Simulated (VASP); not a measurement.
CuO (Tenorite), 4 atoms in the cell. The structure is monoclinic, space group Cc (No. 9). The conventional cell has a = 4.877 Å, b = 3.564 Å, c = 5.138 Å, α = 90.00°, β = 100.03°, γ = 90.00°. Cu (site symmetry 1) has 4 O at 1.95 to 2.07 Å within 2.6 Å. O (site symmetry 1) has 4 Cu at 1.95 to 2.07 Å within 2.6 Å. 

| Property | Result |
| --- | --- |
| Program | VASP 6.6.1 |
| Task | single point |
| Functional | PBEsol |
| Potentials or basis | VASP PAW PBE potentials, release 64 (Cu, O) |
| Cutoff | 520 eV |
| k mesh | 8 × 8 × 5 |
| Occupations | fermi-dirac, width 0.05 eV |
| Spin | no spin polarisation |
| Dipole correction | no |
| Further INCAR settings | ALGO = Normal; EDIFF = 1e-07; NBANDS = 25 |

Potentials or basis: VASP PAW PBE potentials, release 64 (Cu, O).

Command:

```console
$ cat potpaw_PBE.64/Cu/POTCAR potpaw_PBE.64/O/POTCAR > POTCAR
$ mpirun -np 1 vasp_std > vasp.out
```

Hardware: 1 thread of Intel(R) Xeon(R) Platinum 8375C CPU @ 2.90GHz (Ice Lake) (shared host).

Estimate the wall time of this run.

It took 100 s on 1 thread of Intel(R) Xeon(R) Platinum 8375C CPU @ 2.90GHz (Ice Lake), with other jobs on the host, peak memory 0.22 GiB. Counts: scf iterations 15, k points 93.
